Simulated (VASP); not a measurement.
Here is a VASP 6.6.1 calculation.

INCAR

```
SYSTEM = BN
ALGO     = Normal         ! electronic algorithm
EDIFF    = 1E-6           ! SCF threshold, eV
ENCUT    = 600            ! plane-wave cutoff, eV
GGA      = PE             ! functional
GGA_COMPAT= .FALSE.      
ISIF     = 2              ! what is computed and relaxed
ISMEAR   = 0              ! smearing method
LASPH    = .TRUE.         ! aspherical terms in the spheres
LCHARG   = .FALSE.        ! write CHGCAR
LREAL    = .FALSE.        ! projectors in reciprocal space
LWAVE    = .FALSE.        ! write WAVECAR
NBANDS   = 11             ! bands
NELM     = 120            ! most SCF steps
PREC     = Accurate       ! precision mode
SIGMA    = 0.02           ! smearing width, eV
```

Contents of KPOINTS:

```
k-points
0
G
  12 12 12
  0 0 0
```

POSCAR

```
BN
1.0
    0.0000000000      1.8651654863      1.8651654863
    1.8651654863      0.0000000000      1.8651654863
    1.8651654863      1.8651654863      0.0000000000
B N
1 1
Direct
    0.0000000000      0.0000000000      0.0000000000
    0.2500000000      0.2500000000      0.2500000000
```

Potentials or basis: VASP PAW PBE potentials, release 64 (B, N).

Run with:

```bash
$ cat potpaw_PBE.64/B/POTCAR potpaw_PBE.64/N/POTCAR > POTCAR
$ mpirun -np 1 vasp_std > vasp.out
```

Question: Estimate the band gap on the k mesh.

Answer: 4.35 eV (least direct gap 8.37 eV).

Question: Predict the pressure.

Answer: -27.5 GPa.

Caveat: the cell stands under tension. A k mesh can miss the band edges.
